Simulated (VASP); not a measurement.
# PbF2 (Fm-3m) in VASP: further runs

PbF2 is run at these levels: PBE; tasks: single point.

Everything below comes from runs of VASP 6.6.1. Logs are shortened: lines on timing, memory, paths and dates and some standing lists are left out, and cuts for length are marked.

## Step 1: The cell of the first run

Symmetry: Fm-3m, No. 225, cubic system. The conventional cell has a = 5.892 Å, b = 5.892 Å, c = 5.892 Å, α = 90.00°, β = 90.00°, γ = 90.00°. Pb (site symmetry m-3m) has 8 F at 2.55 Å within 3.4 Å. F (site symmetry -43m) has 4 Pb at 2.55 Å and 6 F at 2.95 Å within 3.4 Å.

## Step 2: Single point, PBE

INCAR

```
ALGO = Normal ; EDIFF = 1E-6
ENCUT = 600 ; GGA = PE
GGA_COMPAT = False ; ISIF = 2
ISMEAR = 0 ; LASPH = True
LCHARG = False ; LREAL = False
LWAVE = False ; NBANDS = 21
NELM = 120 ; PREC = Accurate
SIGMA = 0.01
```

KPOINTS

```
k-points
0
Gamma
  4 4 4
```

POSCAR

```
PbF2
1.0
    0.0000000000      2.9458076056      2.9458076056
    2.9458076056      0.0000000000      2.9458076056
    2.9458076056      2.9458076056      0.0000000000
Pb F
1 2
Direct
    0.0000000000      0.0000000000      0.0000000000
    0.2500000000      0.2500000000      0.2500000000
    0.7500000000      0.7500000000      0.7500000000
```

Potentials or basis: VASP PAW PBE potentials, release 64 (Pb_d, F).

Run with:

```
cat potpaw_PBE.64/Pb_d/POTCAR potpaw_PBE.64/F/POTCAR > POTCAR
mpirun -np 1 vasp_std > vasp.out
```

OUTCAR:

```text
EDIFF = 1E-6
   ENCUT = 600
   GGA = PE
   ISIF = 2
   ISMEAR = 0
   LASPH = True
   LREAL = False
   NELM = 120
   PREC = Accurate

 ion  position               nearest neighbor table
   1  0.000  0.000  0.000-   3 2.55   3 2.55   3 2.55   2 2.55   2 2.55   2 2.55   3 2.55   2 2.55

   2  0.250  0.250  0.250-   1 2.55   1 2.55   1 2.55   1 2.55
   3  0.750  0.750  0.750-   1 2.55   1 2.55   1 2.55   1 2.55

  LATTYP: Found a face centered cubic cell.
 ALAT       =     5.8916152112

  Lattice vectors:

 A1 = (   0.0000000000,   2.9458076056,   2.9458076056)
 A2 = (   2.9458076056,   0.0000000000,   2.9458076056)
 A3 = (   2.9458076056,   2.9458076056,   0.0000000000)

Analysis of symmetry for initial positions (statically):
=====================================================================
 Subroutine PRICEL returns:
 Original cell was already a primitive cell.

 Routine SETGRP: Setting up the symmetry group for a
 face centered cubic supercell.

 Subroutine GETGRP returns: Found 48 space group operations
 (whereof 48 operations were pure point group operations)
 out of a pool of 48 trial point group operations.

The static configuration has the point symmetry O_h .

Analysis of symmetry for dynamics (positions and initial velocities):
=====================================================================
 Subroutine PRICEL returns:
 Original cell was already a primitive cell.

 Routine SETGRP: Setting up the symmetry group for a
 face centered cubic supercell.

 Subroutine GETGRP returns: Found 48 space group operations
 (whereof 48 operations were pure point group operations)
 out of a pool of 48 trial point group operations.

The dynamic configuration has the point symmetry O_h .

 Subroutine INISYM returns: Found 48 space group operations
 (whereof 48 operations are pure point group operations),
 and found     1 'primitive' translations

----------------------------------------------------------------------------------------

                                     Primitive cell

  volume of cell :      51.1262

  direct lattice vectors                    reciprocal lattice vectors
     0.000000000  2.945807606  2.945807606    -0.169732741  0.169732741  0.169732741
     2.945807606  0.000000000  2.945807606     0.169732741 -0.169732741  0.169732741
     2.945807606  2.945807606  0.000000000     0.169732741  0.169732741 -0.169732741

  length of vectors
     4.166001068  4.166001068  4.166001068     0.293985731  0.293985731  0.293985731

  position of ions in fractional coordinates (direct lattice)
     0.000000000  0.000000000  0.000000000
     0.250000000  0.250000000  0.250000000
     0.750000000  0.750000000  0.750000000

  ion indices of the primitive-cell ions
   primitive index   ion index
                 1           1
                 2           2
                 3           3

----------------------------------------------------------------------------------------

 KPOINTS: k-points

Automatic generation of k-mesh.
 Grid dimensions read from file:
 generate k-points for:    4    4    4

 Generating k-lattice:

  Cartesian coordinates                     Fractional coordinates (reciprocal lattice)
    -0.042433185  0.042433185  0.042433185     0.250000000  0.000000000  0.000000000
     0.042433185 -0.042433185  0.042433185     0.000000000  0.250000000  0.000000000
     0.042433185  0.042433185 -0.042433185     0.000000000  0.000000000  0.250000000

  Length of vectors
     0.073496433  0.073496433  0.073496433

  Shift w.r.t. Gamma in fractional coordinates (k-lattice)
     0.000000000  0.000000000  0.000000000

 Subroutine IBZKPT returns following result:
 ===========================================

 Found      8 irreducible k-points:

 Following reciprocal coordinates:
            Coordinates               Weight
  0.000000  0.000000  0.000000      1.000000
  0.250000  0.000000  0.000000      8.000000
  0.500000  0.000000  0.000000      4.000000
  0.250000  0.250000  0.000000      6.000000
  0.500000  0.250000  0.000000     24.000000
 -0.250000  0.250000  0.000000     12.000000
  0.500000  0.500000  0.000000      3.000000
 -0.250000  0.500000  0.250000      6.000000
   k-points           NKPTS =      8   k-points in BZ     NKDIM =      8   number of bands    NBANDS=     21
   number of dos      NEDOS =    301   number of ions     NIONS =      3
   total plane-waves  NPLWV =  46656
   dimension x,y,z NGX =    36 NGY =   36 NGZ =   36
   dimension x,y,z NGXF=    72 NGYF=   72 NGZF=   72
   ions per type =               1   2
   NGX,Y,Z   is equivalent  to a cutoff of  14.37, 14.37, 14.37 a.u.
   NGXF,Y,Z  is equivalent  to a cutoff of  28.73, 28.73, 28.73 a.u.
 SYSTEM =  unknown system
   PREC   = accura    normal or accurate (medium, high low for compatibility)
   ISTART =      0    job   : 0-new  1-cont  2-samecut
   ICHARG =      2    charge: 1-file 2-atom 10-const
   ISPIN  =      1    spin polarized calculation?
   LNONCOLLINEAR =      F non collinear calculations
   LSORBIT =      F    spin-orbit coupling
   LASPH  =      T    aspherical Exc in radial PAW
   ENCUT  =  600.0 eV  44.10 Ry    6.64 a.u.   8.32  8.32  8.32*2*pi/ulx,y,z
   NELM   =    120;   NELMIN=  2; NELMDL= -5     # of ELM steps
   EDIFF  = 0.1E-05   stopping-criterion for ELM
   LREAL  =      F    real-space projection
   EDIFFG = 0.1E-04   stopping-criterion for IOM
   NSW    =      0    number of steps for IOM
   IBRION =     -1    ionic relax: 0-MD 1-quasi-New 2-CG
   NFREE  =      0    steps in history (QN), initial steepest desc. (CG)
   ISIF   =      2    stress and relaxation
   ISYM   =      2    0-nonsym 1-usesym 2-fastsym
   POTIM  = 0.5000    time-step for ionic-motion
   TEBEG  =    0.0;   TEEND  =   0.0 temperature during run
   PSTRESS=    0.0 pullay stress
   NELECT =      28.0000    total number of electrons
   NUPDOWN=      -1.0000    fix difference up-down
   EMIN   =  10.00;   EMAX   =-10.00  energy-range for DOS
   EFERMI =   0.00;   METHOD = LEGACY
   ISMEAR =     0;   SIGMA  =   0.01  broadening in eV -4-tet -1-fermi 0-gaus
   EFERMI_NEDOS =   21; number of points for ismear=-14 and -15
   IALGO  =     38    algorithm
   IMIX   =      4    mixing-type and parameters
     AMIX     =   0.40;   BMIX     =  1.00
     AMIX_MAG =   1.60;   BMIX_MAG =  1.00
  volume/ion in A,a.u.               =      17.04       115.01
  Fermi-wavevector in a.u.,A,eV,Ry     =   1.339409  2.531116 24.409067  1.794016
  Thomas-Fermi vector in A             =   2.467803
   LORBIT       =      0    0 simple, 1 ext, 2 COOP (PROOUT), +10 PAW based schemes
   GGA     = PE    functional components
   LHFCALC =     F    Hartree Fock is set to
   AEXX    =    0.0000 exact exchange contribution
   IVDW    =     0    specifies the selected vdW correction
   LEPSILON=     F    determine dielectric tensor
   LRPA    =     F    only Hartree local field effects (RPA)
 non-spin polarized calculation
 Gauss-broadening in eV      SIGMA  =   0.01
  energy-cutoff  :      600.00
  volume of cell :       51.13
 maximum number of plane-waves:      1724
 NGX is ok and might be reduce to    36
   NGX = 17   NGY = 17   NGZ = 17

 number of electron      28.0000010 magnetization

 Free energy of the ion-electron system (eV)
  ---------------------------------------------------
  ext. energy  EPLUGINS =         0.00000000
  ---------------------------------------------------
  free energy    TOTEN  =       -14.31667491 eV

  energy without entropy =      -14.31667491  energy(sigma->0) =      -14.31667491

 E-fermi :   2.1931     XC(G=0):  -9.4969

 val. band max:        2.1156761892   @ k =  -0.2500   0.5000   0.2500
 cond. band min:       6.5284437857   @ k =   0.5000   0.5000   0.0000
 fundamental gap:      4.4127675964
 Fermi energy:         2.1930556692

 k-point     1 :       0.0000    0.0000    0.0000
  band No.  band energies     occupation
      1     -19.1343      2.00000
      2     -18.4822      2.00000
      3     -12.3458      2.00000
      4     -12.3458      2.00000
      5     -12.3458      2.00000
      6     -12.2810      2.00000
      7     -12.2810      2.00000
      8      -2.5407      2.00000
      9      -0.4799      2.00000
     10      -0.4799      2.00000
     11      -0.4799      2.00000
     12       0.0199      2.00000
     13       0.0199      2.00000
     14       0.0199      2.00000
     15       8.9077      0.00000
     16       8.9077      0.00000
     17       8.9077      0.00000
     18      12.8039      0.00000
     19      17.3025      0.00000
     20      17.3025      0.00000
     21      19.7428      0.00000

 k-point     2 :       0.2500    0.0000    0.0000
  band No.  band energies     occupation
      1     -19.0197      2.00000
      2     -18.5855      2.00000
      3     -12.3282      2.00000
      4     -12.3282      2.00000
      5     -12.2752      2.00000
      6     -12.2752      2.00000
      7     -12.2298      2.00000
      8      -3.3541      2.00000
      9      -0.8023      2.00000
     10      -0.5915      2.00000
     11      -0.5915      2.00000
     12      -0.0638      2.00000
     13      -0.0638      2.00000
     14       1.2153      2.00000
     15       7.6301      0.00000
     16       9.3662      0.00000
     17       9.3662      0.00000
     18      15.0603      0.00000
     19      16.3052      0.00000
     20      16.3052      0.00000
     21      17.8769      0.00000

 k-point     3 :       0.5000    0.0000    0.0000
  band No.  band energies     occupation
      1     -18.8330      2.00000
      2     -18.7555      2.00000
      3     -12.3270      2.00000
      4     -12.3270      2.00000
      5     -12.2524      2.00000
      6     -12.2524      2.00000
      7     -12.1203      2.00000
      8      -3.9041      2.00000
      9      -1.0533      2.00000
     10      -0.6990      2.00000
     11      -0.6990      2.00000
     12      -0.1465      2.00000
     13      -0.1465      2.00000
     14       2.0717      2.00000
     15       7.1368      0.00000
     16       9.8407      0.00000
     17       9.8407      0.00000
     18      15.3646      0.00000
     19      15.8943      0.00000
     20      15.8943      0.00000
     21      16.4691      0.00000

 k-point     4 :       0.2500    0.2500    0.0000
  band No.  band energies     occupation
      1     -18.9905      2.00000
      2     -18.6083      2.00000
      3     -12.2995      2.00000
      4     -12.2990      2.00000
      5     -12.2990      2.00000
      6     -12.2681      2.00000
      7     -12.2166      2.00000
      8      -3.6406      2.00000
      9      -1.1070      2.00000
     10      -1.1070      2.00000
     11      -0.0388      2.00000
     12       0.2782      2.00000
     13       0.2782      2.00000
     14       1.1049      2.00000
     15       7.1744      0.00000
     16       9.5462      0.00000
     17       9.5462      0.00000
     18      13.3529      0.00000
     19      17.7148      0.00000
     20      17.8520      0.00000
     21      17.9054      0.00000

 k-point     5 :       0.5000    0.2500    0.0000
  band No.  band energies     occupation
      1     -18.8444      2.00000
      2     -18.7338      2.00000
      3     -12.3075      2.00000
      4     -12.2901      2.00000
      5     -12.2527      2.00000
      6     -12.2352      2.00000
      7     -12.1420      2.00000
      8      -4.1933      2.00000
      9      -1.3970      2.00000
     10      -1.2429      2.00000
     11      -0.1531      2.00000
     12       0.2458      2.00000
     13       0.2629      2.00000
     14       1.9873      2.00000
     15       7.2966      0.00000
     16       9.1322      0.00000
     17       9.9649      0.00000
     18      12.5156      0.00000
     19      17.1214      0.00000
     20      17.8568      0.00000
     21      18.6983      0.00000

 k-point     6 :      -0.2500    0.2500    0.0000
  band No.  band energies     occupation
      1     -18.8889      2.00000
      2     -18.6976      2.00000
      3     -12.3015      2.00000
      4     -12.2952      2.00000
      5     -12.2845      2.00000
      6     -12.2240      2.00000
      7     -12.1749      2.00000
      8      -3.9825      2.00000
      9      -1.2091      2.00000
     10      -0.7820      2.00000
     11      -0.6975      2.00000
     12      -0.0485      2.00000
     13       0.3605      2.00000
     14       1.8590      2.00000
     15       7.6149      0.00000
     16       8.9021      0.00000
     17       9.8151      0.00000
     18      13.7196      0.00000
     19      15.8950      0.00000
     20      17.6434      0.00000
     21      19.2615      0.00000

 k-point     7 :       0.5000    0.5000    0.0000
  band No.  band energies     occupation
      1     -18.8400      2.00000
      2     -18.7282      2.00000
      3     -12.3208      2.00000
      4     -12.2551      2.00000
      5     -12.2504      2.00000
      6     -12.2504      2.00000
      7     -12.0954      2.00000
      8      -4.4376      2.00000
      9      -1.5969      2.00000
     10      -1.5969      2.00000
     11       0.4513      2.00000
     12       0.4566      2.00000
     13       0.4566      2.00000
     14       1.9666      2.00000
     15       6.5284      0.00000
     16      10.0803      0.00000
     17      10.0803      0.00000
     18      11.0347      0.00000
     19      16.3887      0.00000
     20      18.8000      0.00000
     21      19.4697      0.00000

 k-point     8 :      -0.2500    0.5000    0.2500
  band No.  band energies     occupation
      1     -18.7844      2.00000
      2     -18.7844      2.00000
      3     -12.3039      2.00000
      4     -12.2708      2.00000
      5     -12.2503      2.00000
      6     -12.1763      2.00000
      7     -12.1763      2.00000
      8      -4.3883      2.00000
      9      -1.7673      2.00000
     10      -0.6973      2.00000
     11      -0.6973      2.00000
     12       0.3878      2.00000
     13       0.5205      2.00000
     14       2.1157      2.00000
     15       8.2034      0.00000
     16       8.2034      0.00000
     17       9.6369      0.00000
     18      12.2858      0.00000
     19      16.6807      0.00000
     20      18.3515      0.00000
     21      18.3515      0.00000

------------------------ aborting loop because EDIFF is reached ----------------------------------------

  FORCE on cell =-STRESS in cart. coord.  units (eV):
  Direction    XX          YY          ZZ          XY          YZ          ZX
  --------------------------------------------------------------------------------------
  -------------------------------------------------------------------------------------
  Total        1.2554044      1.2554044      1.2554044     -0.0000000     -0.0000000      0.0000000
  in kB       39.3415156     39.3415156     39.3415156     -0.0000000     -0.0000000      0.0000000
  external PRESSURE =      39.3415156 kB  Pullay stress =       0.0000000 kB

 VOLUME and BASIS-vectors are now :
 -----------------------------------------------------------------------------
  energy-cutoff  :      600.00
  volume of cell :       51.13
      direct lattice vectors                 reciprocal lattice vectors
     0.000000000  2.945807606  2.945807606    -0.169732741  0.169732741  0.169732741
     2.945807606  0.000000000  2.945807606     0.169732741 -0.169732741  0.169732741
     2.945807606  2.945807606  0.000000000     0.169732741  0.169732741 -0.169732741

 POSITION                                       TOTAL-FORCE (eV/Angst)
 -----------------------------------------------------------------------------------
      0.00000      0.00000      0.00000        -0.000000     -0.000000     -0.000000
      1.47290      1.47290      1.47290        -0.000000      0.000000     -0.000000
      4.41871      4.41871      4.41871         0.000000      0.000000      0.000000
 -----------------------------------------------------------------------------------
    total drift:                                0.000000      0.000000      0.000000

  FREE ENERGIE OF THE ION-ELECTRON SYSTEM (eV)
  ---------------------------------------------------
  free  energy   TOTEN  =       -14.3166749058 eV

  energy  without entropy=      -14.3166749058  energy(sigma->0) =      -14.31667491
```

It took 5.9 s on 1 thread of Intel Xeon 6975P-C (Granite Rapids), shared host; peak memory 0.2 GiB.

What came out:

```
Free energy            : -14.3167 eV
Pressure               : 3.9 GPa
Band gap on the k mesh : 4.41 eV (least direct gap 4.56 eV)
```

Caveat: the k points lie up to 0.46 Å⁻¹ apart; spin-orbit coupling is left out, which moves the levels of the heavy elements. A k mesh can miss the band edges.

(Continued in part 2 of 2.)
